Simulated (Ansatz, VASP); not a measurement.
# One calculation of Al2BN3, two programs

Contents of INCAR:

```
SYSTEM = Al2BN3
PREC = Accurate ; ENCUT = 600
EDIFF = 1E-7 ; ISMEAR = 0
SIGMA = 0.1 ; LREAL = .False.
LASPH = .True. ; NELM = 80
ALGO = Normal ; ISIF = 3
LWAVE = .False. ; LCHARG = .False.
GGA = PE ; IBRION = 2
NSW = 90 ; EDIFFG = -0.04
```

File KPOINTS:

```
regular mesh
0
Gamma
  6 6 2
  0 0 0
```

File POSCAR:

```
Al2BN3
1.0
    3.2046086500      0.0000000000      0.0000000000
   -1.6023043300      2.7752725000      0.0000000000
    0.0000000000      0.0000000000      7.8496560200
Al B N
2 1 3
Direct
    0.0000000000      0.0000000000      0.0000000000
    0.6666666700      0.3333333300      0.3333333300
    0.3333333300      0.6666666700      0.6666666700
    0.6666666700      0.3333333300      0.0833333300
    0.3333333300      0.6666666700      0.4166666700
    0.0000000000      0.0000000000      0.7500000000
```

Input for Ansatz:

```yaml
crystal:
  lattice:
    - [3.20460865, 0.0, 0.0]
    - [-1.60230433, 2.7752725, 0.0]
    - [0.0, 0.0, 7.84965602]
  atoms:
    - { symbol: Al, position: [0.0, 0.0, 0.0] }
    - { symbol: Al, position: [0.66666667, 0.33333333, 0.33333333] }
    - { symbol: B, position: [0.33333333, 0.66666667, 0.66666667] }
    - { symbol: "N", position: [0.66666667, 0.33333333, 0.08333333] }
    - { symbol: "N", position: [0.33333333, 0.66666667, 0.41666667] }
    - { symbol: "N", position: [0.0, 0.0, 0.75] }
basis:
  ecutwfc: 420
kpoints:
  mp_grid: { grid: [6, 6, 2] }
hamiltonian:
  xc: pbe
scf:
  occupations: { method: gaussian, width: 0.1 }
  lower_state_search: "off"
output:
  forces: true
  stress: true
  eigenvalues: true
relax:
  adjacent_minimum: "off"
  f_tol: 0.04
  max_steps: 70
  cell: { stress_tol: 0.4 }
```

Alike in both runs: task relaxation of cell and atoms; functional PBE; k mesh 6 × 6 × 2; occupations gaussian, width 0.1 eV; no spin polarisation.

```csv
,VASP,Ansatz
version,VASP 6.6.1,Ansatz 0.2.0
potentials or method,"VASP PAW PBE potentials, release 64 (Al, B, N), cutoff 600 eV","scalar-relativistic, plane waves, PAW"
valence electrons in the cell,24,24
```

|  | VASP | Ansatz | Ansatz less VASP |
| --- | --- | --- | --- |
| gap on the k mesh at the Fermi level, each at its own relaxed structure (eV) | 3.10 | 3.10 | +0.004 |
| relaxed volume (Å³/atom) | 9.13 | 9.14 | +0.013 |
| relaxed cell length with the largest relative difference (Å) | 7.230 | 7.234 | +0.0040 |

Noted on VASP's run: the volume moved by over 15 % at a fixed basis, so the end points are rough.
